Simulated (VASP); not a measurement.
Crystal: Nb.

```xyz
2
Lattice="2.9564 0.0000 0.0000 -1.4782 2.5603 0.0000 0.0000 0.0000 4.7894" Properties=species:S:1:pos:R:3 pbc="T T T"
Nb    0.0000    1.7069    1.1973
Nb    1.4782    0.8534    3.5920
```

This isn't the form of Nb at room conditions, which is bcc.

| Item | Value |
| --- | --- |
| Program | VASP 6.6.1 |
| Task | relaxation of cell and atoms |
| Functional | PBE |
| Potentials or basis | VASP PAW PBE potentials, release 64 (Nb_sv) |
| Cutoff | 600 eV |
| k mesh | 16 × 16 × 9 |
| Occupations | fermi-dirac, width 0.05 eV |
| Spin | no spin polarisation |

At the start: pressure 4.7 GPa; volume 18.13 Å³/atom.

Q: How do energy, volume and symmetry change on relaxing?

A: Over 13 steps the energy falls by 68.1 meV/atom and the volume is 18.63 Å³/atom (+2.8 %); space group P6_3/mmc (No. 194, to 0.1 Å) before and after.

The path:
```csv
step,energy change (eV),largest force (eV/Å),pressure (GPa),volume (Å³)
1,0.0000,0.0000,4.65,36.25
2,-0.0354,0.0000,-7.19,39.06
3,-0.0465,0.0000,-3.61,38.12
4,-0.1036,0.0000,-4.29,38.25
5,-0.1204,0.0000,-4.35,38.30
6,-0.1219,0.0000,-4.27,38.31
7,-0.1305,0.0000,2.84,36.65
8,-0.1362,0.0000,-0.04,37.28
9,-0.1362,0.0000,0.05,37.26
10,-0.1363,0.0000,0.07,37.25
11,-0.1363,0.0000,0.09,37.24
12,-0.1363,0.0000,-0.08,37.28
13,-0.1363,0.0000,0.00,37.26
```

Final structure:
```
CELL_PARAMETERS angstrom
2.86701 0.00000 0.00000
-1.43350 2.48290 0.00000
0.00000 0.00000 5.23464
ATOMIC_POSITIONS crystal
Nb 0.33333 0.66667 0.25000
Nb 0.66667 0.33333 0.75000
```
